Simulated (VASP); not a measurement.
# ZrN (Fm-3m) in VASP: a series of runs

ZrN is run at these levels: PBE; tasks: relaxation of cell and atoms, single point.

Everything below comes from runs of VASP 6.6.1. Logs are shortened: lines on timing, memory, paths and dates and some standing lists are left out, and cuts for length are marked.

**1. The cell of the first run**

Symmetry: Fm-3m, No. 225, cubic system. The conventional cell has a = 4.663 Å, b = 4.663 Å, c = 4.663 Å, α = 90.00°, β = 90.00°, γ = 90.00°. Within 3.1 Å of Zr (site symmetry m-3m) lie 6 N at 2.33 Å. N (site symmetry m-3m) has 6 Zr at 2.33 Å within 3.1 Å.

**2. Relaxation of cell and atoms, PBE**

The input, INCAR:

```
SYSTEM = ZrN
ALGO = Normal
EDIFF = 1E-7
EDIFFG = -0.05
ENCUT = 600
GGA = PE
GGA_COMPAT = .FALSE.
IBRION = 2
ISIF = 3
ISMEAR = 0
LASPH = .TRUE.
LCHARG = .FALSE.
LREAL = .FALSE.
LWAVE = .FALSE.
NELM = 120
NELMIN = 4
NSW = 100
PREC = Accurate
SIGMA = 0.1
```

The input, KPOINTS:

```
k-points
0
G
  8 8 8
  0 0 0
```

The input, POSCAR:

```
ZrN
1.0
    0.0000000000      2.3312803990      2.3312803990
    2.3312803990      0.0000000000      2.3312803990
    2.3312803990      2.3312803990      0.0000000000
Zr N
1 1
Direct
    0.5000000000      0.5000000000      0.5000000000
    0.0000000000      0.0000000000      0.0000000000
```

Potentials or basis: VASP PAW PBE potentials, release 64 (Zr_sv, N).

Launch:

```sh
> cat potpaw_PBE.64/Zr_sv/POTCAR potpaw_PBE.64/N/POTCAR > POTCAR
> mpirun -np 1 vasp_std > vasp.out
```

OUTCAR:

```text
SYSTEM = ZrN
   EDIFF = 1E-7
   EDIFFG = -0.05
   ENCUT = 600
   GGA = PE
   IBRION = 2
   ISIF = 3
   ISMEAR = 0
   LASPH = .TRUE.
   LREAL = .FALSE.
   NELM = 120
   NELMIN = 4
   NSW = 100
   PREC = Accurate

 ion  position               nearest neighbor table
   1  0.500  0.500  0.500-   2 2.33   2 2.33   2 2.33   2 2.33   2 2.33   2 2.33
   2  0.000  0.000  0.000-   1 2.33   1 2.33   1 2.33   1 2.33   1 2.33   1 2.33

  LATTYP: Found a face centered cubic cell.
 ALAT       =     4.6625607980

  Lattice vectors:

 A1 = (   0.0000000000,   2.3312803990,   2.3312803990)
 A2 = (   2.3312803990,   0.0000000000,   2.3312803990)
 A3 = (   2.3312803990,   2.3312803990,   0.0000000000)

Analysis of symmetry for initial positions (statically):
=====================================================================
 Subroutine PRICEL returns:
 Original cell was already a primitive cell.

 Routine SETGRP: Setting up the symmetry group for a
 face centered cubic supercell.

 Subroutine GETGRP returns: Found 48 space group operations
 (whereof 48 operations were pure point group operations)
 out of a pool of 48 trial point group operations.

The static configuration has the point symmetry O_h .

Analysis of symmetry for dynamics (positions and initial velocities):
=====================================================================
 Subroutine PRICEL returns:
 Original cell was already a primitive cell.

 Routine SETGRP: Setting up the symmetry group for a
 face centered cubic supercell.

 Subroutine GETGRP returns: Found 48 space group operations
 (whereof 48 operations were pure point group operations)
 out of a pool of 48 trial point group operations.

The dynamic configuration has the point symmetry O_h .

 Subroutine INISYM returns: Found 48 space group operations
 (whereof 48 operations are pure point group operations),
 and found     1 'primitive' translations

----------------------------------------------------------------------------------------

                                     Primitive cell

  volume of cell :      25.3404

  direct lattice vectors                    reciprocal lattice vectors
     0.000000000  2.331280399  2.331280399    -0.214474415  0.214474415  0.214474415
     2.331280399  0.000000000  2.331280399     0.214474415 -0.214474415  0.214474415
     2.331280399  2.331280399  0.000000000     0.214474415  0.214474415 -0.214474415

  length of vectors
     3.296928358  3.296928358  3.296928358     0.371480584  0.371480584  0.371480584
[... 103 lines left out ...]
  Fermi-wavevector in a.u.,A,eV,Ry     =   1.433133  2.708229 27.944617  2.053871
  Thomas-Fermi vector in A             =   2.552685
   LORBIT       =      0    0 simple, 1 ext, 2 COOP (PROOUT), +10 PAW based schemes
   GGA     = PE    functional components
   LHFCALC =     F    Hartree Fock is set to
   AEXX    =    0.0000 exact exchange contribution
   IVDW    =     0    specifies the selected vdW correction
   LEPSILON=     F    determine dielectric tensor
   LRPA    =     F    only Hartree local field effects (RPA)
 conjugate gradient relaxation of ions
 non-spin polarized calculation
 Gauss-broadening in eV      SIGMA  =   0.10
  energy-cutoff  :      600.00
  volume of cell :       25.34
 maximum number of plane-waves:       877
 NGX is ok and might be reduce to    28
   NGX = 13   NGY = 13   NGZ = 13

--------------------------------------- Ionic step        1  -------------------------------------------

 number of electron      17.0000000 magnetization

 Free energy of the ion-electron system (eV)
  ---------------------------------------------------
  ext. energy  EPLUGINS =         0.00000000
  ---------------------------------------------------
  free energy    TOTEN  =       -20.32390678 eV

  energy without entropy =      -20.31746666  energy(sigma->0) =      -20.32068672

------------------------ aborting loop because EDIFF is reached ----------------------------------------

  FORCE on cell =-STRESS in cart. coord.  units (eV):
  Direction    XX          YY          ZZ          XY          YZ          ZX
  --------------------------------------------------------------------------------------
  -------------------------------------------------------------------------------------
  Total       -1.5271729     -1.5271729     -1.5271729     -0.0000000      0.0000000      0.0000000
  in kB      -96.5573328    -96.5573328    -96.5573328     -0.0000000      0.0000000      0.0000000
  external PRESSURE =     -96.5573328 kB  Pullay stress =       0.0000000 kB
[... 59 lines left out ...]
--------------------------------------- Ionic step        3  -------------------------------------------

 number of electron      17.0000000 magnetization

 Free energy of the ion-electron system (eV)
  ---------------------------------------------------
  ext. energy  EPLUGINS =         0.00000000
  ---------------------------------------------------
  free energy    TOTEN  =       -20.35702604 eV

  energy without entropy =      -20.35079209  energy(sigma->0) =      -20.35390906

 E-fermi :  11.8553     XC(G=0): -12.4589

 val. band max:       11.8148513739   @ k =   0.1250   0.0000   0.0000
 cond. band min:      11.8871435870   @ k =   0.3750   0.1250   0.0000
 fundamental gap:      0.0722922131
 Fermi energy:        11.8552653799

 k-point     1 :       0.0000    0.0000    0.0000
  band No.  band energies     occupation
      1     -37.7665      2.00000
      2     -15.3957      2.00000
      3     -15.3957      2.00000
      4     -15.3957      2.00000
      5      -4.3708      2.00000
      6       9.2222      2.00000
      7       9.2222      2.00000
      8       9.2223      2.00000
      9      11.4583      2.00000
     10      11.4583      2.00000
     11      11.4583      2.00000
     12      13.4170      0.00000
[... 331 lines left out ...]
 k-point    24 :      -0.3750    0.2500    0.1250
  band No.  band energies     occupation
      1     -37.6088      2.00000
      2     -16.3327      2.00000
      3     -15.7608      2.00000
      4     -15.5819      2.00000
      5      -2.7602      2.00000
      6       5.2472      2.00000
      7       6.7191      2.00000
      8       6.7397      2.00000
      9      13.2926      0.00000
     10      13.7329      0.00000
     11      15.4761      0.00000
     12      17.4492      0.00000

 [... further k-points ...]

------------------------ aborting loop because EDIFF is reached ----------------------------------------

  FORCE on cell =-STRESS in cart. coord.  units (eV):
  Direction    XX          YY          ZZ          XY          YZ          ZX
  --------------------------------------------------------------------------------------
  -------------------------------------------------------------------------------------
  Total       -0.0318516     -0.0318516     -0.0318516     -0.0000000     -0.0000000     -0.0000000
  in kB       -2.0996676     -2.0996676     -2.0996676     -0.0000000     -0.0000000     -0.0000000
  external PRESSURE =      -2.0996676 kB  Pullay stress =       0.0000000 kB
[... 17 lines left out ...]
  FREE ENERGIE OF THE ION-ELECTRON SYSTEM (eV)
  ---------------------------------------------------
  free  energy   TOTEN  =       -20.3570260409 eV

  energy  without entropy=      -20.3507920870  energy(sigma->0) =      -20.35390906

 reached required accuracy - stopping structural energy minimisation
```

CONTCAR:

```text
ZrN
   1.00000000000000
    -0.0000000000000000    2.2990780384771998    2.2990780384771998
     2.2990780384771998    0.0000000000000000    2.2990780384771998
     2.2990780384771998    2.2990780384771998    0.0000000000000000
  Zr              N
     1     1
Direct
     0.5000000000000000    0.5000000000000000    0.5000000000000000
     0.0000000000000000    0.0000000000000000    0.0000000000000000

  0.00000000E+00  0.00000000E+00  0.00000000E+00
  0.00000000E+00  0.00000000E+00  0.00000000E+00
```

Wall time 34 s (1 thread of AMD EPYC 7R43 (Zen 3), shared host); peak memory 0.14 GiB.

What came out:

```yaml
Free_energy: -20.3570 eV
Relaxed_volume: 12.15 Å³/atom
Relaxed_cell: a = 3.251 Å, b = 3.251 Å, c = 3.251 Å, α = 60.00°, β = 60.00°, γ = 60.00°
Space_group_after_relaxing_to_0.1_Å: Fm-3m (No. 225)
Energy_gained_by_relaxing: 16.6 meV/atom
Ionic_steps: 3
Pressure_after_relaxing: -0.2 GPa
Band_gap_on_the_k_mesh: zero (an odd number of electrons rules out a gap without spin polarisation)
```

Step by step:
| step | energy change (eV) | largest force (eV/Å) | pressure (GPa) | volume (Å³) |
| --- | --- | --- | --- | --- |
| 1 | 0.0000 | 0.0000 | -9.66 | 25.34 |
| 2 | 0.0647 | 0.0000 | 20.31 | 22.64 |
| 3 | -0.0331 | 0.0000 | -0.21 | 24.30 |

Final structure:
```yaml
crystal:
  lattice:
    - [0.00000, 2.29908, 2.29908]
    - [2.29908, 0.00000, 2.29908]
    - [2.29908, 2.29908, 0.00000]
  atoms:
    - { symbol: Zr, position: [0.50000, 0.50000, 0.50000] }
    - { symbol: N, position: [0.00000, 0.00000, 0.00000] }
```

Levels at points of the mesh, in eV from the Fermi level:
```
           k point  band 7  band 8  band 9  band 10  band 11  band 12
(0.00, 0.00, 0.00)   -2.63   -2.63   -0.40    -0.40    -0.40     1.56
(0.50, 0.00, 0.00)   -5.64   -5.64    2.98     3.04     3.04     4.71
(0.50, 0.50, 0.00)   -3.44   -3.14   -3.14     3.33     4.47     4.47
```

**3. Single point, PBE**

This run uses another cell than the first one, of 12.12 Å³/atom.

The input, INCAR:

```
SYSTEM = ZrN
  PREC = Accurate
  ENCUT = 600
  EDIFF = 1E-6
  ISMEAR = 0
  SIGMA = 0.1
  LREAL = .FALSE.
  LASPH = .TRUE.
  NELM = 120
  ALGO = Normal
  ISIF = 2
  LWAVE = .FALSE.
  LCHARG = .FALSE.
  GGA = PE
  NBANDS = 16
  GGA_COMPAT = .FALSE.
```

The input, KPOINTS:

```
regular mesh
0
G
  16 16 16
  0 0 0
```

The input, POSCAR:

```
ZrN
1.0
    0.0000000000      2.2973450268      2.2973450268
    2.2973450268      0.0000000000      2.2973450268
    2.2973450268      2.2973450268      0.0000000000
Zr N
1 1
Direct
    0.5000000000      0.5000000000      0.5000000000
    0.0000000000      0.0000000000      0.0000000000
```

Potentials or basis: VASP PAW PBE potentials, release 64 (Zr_sv, N).

Launch:

```sh
> cat potpaw_PBE.64/Zr_sv/POTCAR potpaw_PBE.64/N/POTCAR > POTCAR
> mpirun -np 1 vasp_std > vasp.out
```

It took 67 s on 1 thread of AMD EPYC 7R43 (Zen 3), shared host; peak memory 0.17 GiB.

Results (log left out):

| Item | Value |
| --- | --- |
| Free energy | -20.3747 eV |
| Pressure | 0.1 GPa |
| Band gap on the k mesh | zero (an odd number of electrons rules out a gap without spin polarisation) |

Levels at points of the mesh, in eV from the Fermi level:
| k point | band 7 | band 8 | band 9 | band 10 | band 11 | band 12 |
| --- | --- | --- | --- | --- | --- | --- |
| (0.00, 0.00, 0.00) | -2.65 | -2.65 | -0.40 | -0.40 | -0.40 | 1.57 |
| (0.50, 0.00, 0.00) | -5.66 | -5.66 | 2.99 | 3.05 | 3.05 | 4.72 |
| (0.50, 0.50, 0.00) | -3.45 | -3.16 | -3.16 | 3.34 | 4.49 | 4.49 |

**4. Relaxation of cell and atoms, PBE**

This run uses another cell than the first one, of 12.14 Å³/atom.

The input, INCAR:

```
ALGO = Normal ; EDIFF = 1E-7
EDIFFG = -0.005 ; ENCUT = 600
GGA = PE ; GGA_COMPAT = F
IBRION = 2 ; ISIF = 3
ISMEAR = 0 ; LASPH = T
LCHARG = F ; LREAL = F
LWAVE = F ; NELM = 120
NELMIN = 4 ; NSW = 100
PREC = Accurate ; SIGMA = 0.1
```

The input, KPOINTS:

```
k-points
0
Gamma
  16 16 16
```

The input, POSCAR:

```
ZrN
1.0
    0.0000000000      2.2984300465      2.2984300465
    2.2984300465      0.0000000000      2.2984300465
    2.2984300465      2.2984300465      0.0000000000
Zr N
1 1
Direct
    0.5000000000      0.5000000000      0.5000000000
    0.0000000000      0.0000000000      0.0000000000
```

Launch:

```sh
> cat potpaw_PBE.64/Zr_sv/POTCAR potpaw_PBE.64/N/POTCAR > POTCAR
> mpirun -np 1 vasp_std > vasp.out
```

Wall time 2 min (1 thread of AMD EPYC 7R43 (Zen 3), shared host); peak memory 0.18 GiB.

The run converged. Its results:

| Quantity | Value |
| --- | --- |
| Free energy | -20.3747 eV |
| Relaxed volume | 12.13 Å³/atom |
| Relaxed cell | a = 3.250 Å, b = 3.250 Å, c = 3.250 Å, α = 60.00°, β = 60.00°, γ = 60.00° |
| Space group after relaxing (to 0.1 Å) | Fm-3m (No. 225) |
| Energy gained by relaxing | 0.0 meV/atom |
| Ionic steps | 3 |
| Pressure after relaxing | 0.0 GPa |
| Band gap on the k mesh | zero (an odd number of electrons rules out a gap without spin polarisation) |

Final structure:
```
Zr N
1.0
     0.00000    2.29775    2.29775
     2.29775    0.00000    2.29775
     2.29775    2.29775    0.00000
Zr N
1 1
Direct
  0.50000 0.50000 0.50000
  0.00000 0.00000 0.00000
```

Levels at points of the mesh, in eV from the Fermi level:
```csv
k point,band 7,band 8,band 9,band 10,band 11,band 12
"(0.00, 0.00, 0.00)",-2.65,-2.65,-0.40,-0.40,-0.40,1.57
"(0.50, 0.00, 0.00)",-5.65,-5.65,2.99,3.05,3.05,4.72
"(0.50, 0.50, 0.00)",-3.45,-3.16,-3.16,3.34,4.48,4.48
```

**5. The runs side by side**

```tsv
task	cell	k mesh	gap on the mesh (eV)	pressure (GPa)	relaxed volume (Å³/atom)
relaxation of cell and atoms	relaxed from a = 3.297 Å, angles 60.0°, 2 atoms	8 × 8 × 8	none	-0.2	12.15
single point	a = 3.249 Å, angles 60.0°, 2 atoms	16 × 16 × 16	none	0.1	-
relaxation of cell and atoms	relaxed from a = 3.250 Å, angles 60.0°, 2 atoms	16 × 16 × 16	none	0.0	12.13
```

Alike in all rows: level PBE; potentials or basis VASP PAW PBE potentials, release 64 (Zr_sv, N); no spin polarisation; cutoff (eV) 600; smearing gaussian 0.1 eV.

Total energies depend on the potentials used, so only differences within one code and one set of settings carry meaning.
